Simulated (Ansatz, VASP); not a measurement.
# Pt in VASP and in Ansatz

The input INCAR:

```
PREC     = Accurate       # precision mode
ENCUT    = 520            # plane-wave cutoff, eV
EDIFF    = 1E-6           # SCF threshold, eV
ISMEAR   = -1             # smearing method
SIGMA    = 0.1            # smearing width, eV
LREAL    = F              # projectors in reciprocal space
LASPH    = T              # aspherical terms in the spheres
NELM     = 100            # most SCF steps
ALGO     = Normal         # electronic algorithm
ISIF     = 2              # what is computed and relaxed
LWAVE    = F              # write WAVECAR
LCHARG   = T              # write CHGCAR
GGA      = RP             # functional
LELF     = T              # ELF
LVHAR    = T            
NBANDS   = 11             # bands
```

File KPOINTS:

```
Automatic mesh
0
Gamma
  13 13 13
```

Contents of POSCAR:

```
Pt
1.0
    2.6777141407      0.0000000000      0.0000000000
    0.0000000000      2.6777141407      0.0000000000
    0.0000000000      0.0000000000      2.6777141407
Pt
1
Direct
    0.0000000000      0.0000000000      0.0000000000
```

Input for Ansatz:

```yaml
crystal:
  lattice:
    - [2.6777141407, 0.0, 0.0]
    - [0.0, 2.6777141407, 0.0]
    - [0.0, 0.0, 2.6777141407]
  atoms:
    - { symbol: Pt, position: [0.0, 0.0, 0.0] }
hamiltonian:
  xc: rpbe
  pseudopotentials:
    kind: paw
    azcp:
      Pt: "pseudopotentials/Pt.paw.azcp"
basis:
  ecutwfc: 420
  fft_grid_basis: typed
kpoints:
  mp_grid: { grid: [13, 13, 13], shift: [0, 0, 0] }
magnetization:
  spin_polarized: false
scf:
  occupations: { method: fermi_dirac, width: 0.1 }
  lower_state_search: "off"
output:
  stress: true
  write_density: true
  write_potential: true
  elf: true
  volumetric_format: npy
```

Alike in both runs: task single point; functional RPBE; k mesh 13 × 13 × 13; occupations fermi-dirac, width 0.1 eV; no spin polarisation.

|  | VASP | Ansatz |
| --- | --- | --- |
| version | VASP 6.6.1 | Ansatz 0.2.0 |
| potentials or method | VASP PAW PBE potentials, release 64 (Pt), cutoff 520 eV | plane waves (420 eV) with PAW, scalar-relativistic |
| valence electrons in the cell | 10 | 18 |

```csv
,VASP,Ansatz,Ansatz less VASP
pressure (GPa),-6.2,-5.9,+0.34
```

VASP's potentials were made for PBE, not for RPBE. VASP's potentials hold 10 valence electrons a cell and Ansatz's 18, so a difference there can come from the potentials and not from the codes.

Spin-orbit coupling is off throughout.
